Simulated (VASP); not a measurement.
A run of VASP 6.6.1 is set up as follows.

INCAR

```
SYSTEM = BN
PREC = Accurate
ENCUT = 520
EDIFF = 1E-8
ISMEAR = -1
SIGMA = 0.03
LREAL = .FALSE.
LASPH = .TRUE.
NELM = 80
ALGO = Normal
ISIF = 2
LWAVE = .FALSE.
LCHARG = .FALSE.
GGA = PS
LEFG = .TRUE.
NBANDS = 16
```

KPOINTS

```
Automatic mesh
0
G
  11 11 4
  0 0 0
```

File POSCAR:

```
BN
1.0
    2.5039917043      0.0250399170      0.0250399170
   -1.2303106479      2.1560004683      0.0091652458
    0.0666120000      0.0666120000      6.6612000000
B N
2 2
Direct
    0.3333333333      0.6666666667      0.2500000000
    0.6666666667      0.3333333333      0.7500000000
    0.3333333333      0.6666666667      0.7500000000
    0.6666666667      0.3333333333      0.2500000000
```

Potentials or basis: VASP PAW PBE potentials, release 64 (B, N).

Command:

```bash
$ cat potpaw_PBE.64/B/POTCAR potpaw_PBE.64/N/POTCAR > POTCAR
$ mpirun -np 1 vasp_std > vasp.out
```

Q: What does it give for the largest force?

A: 0.265 eV/Å.

Q: Predict the band gap on the k mesh.

A: 4.15 eV (least direct gap 4.58 eV).

Q: What does it give for the pressure?

A: 0.8 GPa.

Electric field gradients, principal values (V/Å²):
```
atom    least   middle  greatest (by size)
 1 B  -16.455  -18.191              34.646
 2 B  -16.455  -18.191              34.646
 3 N    1.598    4.194              -5.791
 4 N    1.598    4.194              -5.791
```

Caveat: the cell differs from its parent crystal (equal xy, yz and zx shear strains of +2 %); without QUAD_EFG the Cq values of the log hold for a quadrupole moment of 1 mb, not for the nuclei; the PAW data sets were made with another functional, which shifts forces and pressure a little. A k mesh can miss the band edges.
